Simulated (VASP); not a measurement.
Crystal: Ir.

```
Ir
1.0
     2.75138    0.00000    0.00000
    -1.37569    2.38276    0.00000
     0.00000    0.00000    4.46229
Ir
2
Direct
  0.66667 0.33333 0.75000
  0.33333 0.66667 0.25000
```

This isn't the form of Ir at room conditions, which is fcc.

| Quantity | Value |
| --- | --- |
| Program | VASP 6.6.1 |
| Task | relaxation of cell and atoms |
| Functional | PBEsol |
| Potentials or basis | VASP PAW PBE potentials, release 64 (Ir) |
| Cutoff | 600 eV |
| k mesh | 12 × 12 × 4 |
| Occupations | gaussian, width 0.1 eV |
| Spin | no spin polarisation |

At the start: pressure -12.1 GPa; volume 14.63 Å³/atom.

**Question.** How do energy, volume and symmetry change on relaxing?

**Answer.** Over 6 steps the energy falls by 19.4 meV/atom and the volume is 14.13 Å³/atom (-3.4 %); space group P6_3/mmc (No. 194, to 0.1 Å) before and after.

The path:
```tsv
step	energy change (eV)	largest force (eV/Å)	pressure (GPa)	volume (Å³)
1	0.0000	0.0000	-12.08	29.25
2	0.6175	0.0000	69.63	24.83
3	-0.0386	0.0000	-0.79	28.32
4	-0.0387	0.0000	-0.08	28.28
5	-0.0387	0.0000	0.13	28.26
6	-0.0388	0.0000	0.15	28.26
```

Final structure:
```
Ir
1.0
     2.71523    0.00000    0.00000
    -1.35761    2.35146    0.00000
     0.00000    0.00000    4.42573
Ir
2
Direct
  0.66667 0.33333 0.75000
  0.33333 0.66667 0.25000
```

Caveat: the PAW data sets were made with another functional, which shifts forces and pressure a little.
